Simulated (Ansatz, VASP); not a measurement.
**One calculation of Sc2AlN3, two programs**

Contents of INCAR:

```
SYSTEM = Sc2AlN3
PREC = Accurate
ENCUT = 520
EDIFF = 1E-6
ISMEAR = 0
SIGMA = 0.1
LREAL = .FALSE.
LASPH = .TRUE.
NELM = 150
ALGO = Normal
ISIF = 2
LWAVE = .FALSE.
LCHARG = .TRUE.
ISPIN = 2
MAGMOM = 0 0 0 1 1 1
LORBIT = 11
LMAXMIX = 4
GGA = PE
LELF = .TRUE.
LVHAR = .TRUE.
NBANDS = 33
```

File KPOINTS:

```
Automatic mesh
0
G
  6 6 6
  0 0 0
```

POSCAR

```
Sc2AlN3
1.0
    5.4174299700      0.0000000000      0.0000000000
   -2.7087149800      4.6916319800      0.0000000000
    0.0000000000      0.0000000000      3.1033514100
Sc Al N
2 1 3
Direct
    0.3333333300      0.6666666700      0.0000000000
    0.6666666700      0.3333333300      0.0000000000
    0.0000000000      0.0000000000      0.0000000000
    0.5000000000      0.0000000000      0.5000000000
    0.5000000000      0.5000000000      0.5000000000
    0.0000000000      0.5000000000      0.5000000000
```

Input for Ansatz:

```yaml
crystal:
  lattice:
    - [5.41742997, 0.0, 0.0]
    - [-2.70871498, 4.69163198, 0.0]
    - [0.0, 0.0, 3.10335141]
  atoms:
    - { symbol: Sc, position: [0.33333333, 0.66666667, 0.0] }
    - { symbol: Sc, position: [0.66666667, 0.33333333, 0.0] }
    - { symbol: Al, position: [0.0, 0.0, 0.0] }
    - { symbol: "N", position: [0.5, 0.0, 0.5], spin: 1.0 }
    - { symbol: "N", position: [0.5, 0.5, 0.5], spin: 1.0 }
    - { symbol: "N", position: [0.0, 0.5, 0.5], spin: 1.0 }
basis:
  ecutwfc: 420
kpoints:
  mp_grid: { grid: [6, 6, 6] }
hamiltonian:
  xc: pbe
scf:
  occupations: { method: gaussian, width: 0.1 }
  lower_state_search: "off"
output:
  forces: true
  stress: true
  eigenvalues: true
  populations: true
magnetization:
  spin_polarized: true
```

Change from the starting cell: species swapped into the NdB2Rh3 type (P6/mmm, No. 191).

Alike in both runs: task single point; functional PBE; k mesh 6 × 6 × 6; occupations gaussian, width 0.1 eV; collinear spin.

|  | VASP | Ansatz |
| --- | --- | --- |
| version | VASP 6.6.1 | Ansatz 0.2.0 |
| potentials or method | VASP PAW PBE potentials, release 64 (Sc_sv, Al, N), cutoff 520 eV | scalar-relativistic, plane waves, PAW |
| valence electrons in the cell | 40 | 40 |

|  | VASP | Ansatz | Ansatz less VASP |
| --- | --- | --- | --- |
| gap on the k mesh at the Fermi level (eV) | none | none | - |
| pressure (GPa) | 0.3 | -0.3 | -0.58 |
| traceless stress, the component that is largest in VASP (GPa) | -10.82 | -11.10 | -0.277 |
| net moment per atom (μB) | 0.00 | 0.00 | 0.000 |

A gap of «none» marks a metal or a gap that the smearing closes. Ansatz's warnings: seeded moment not kept.
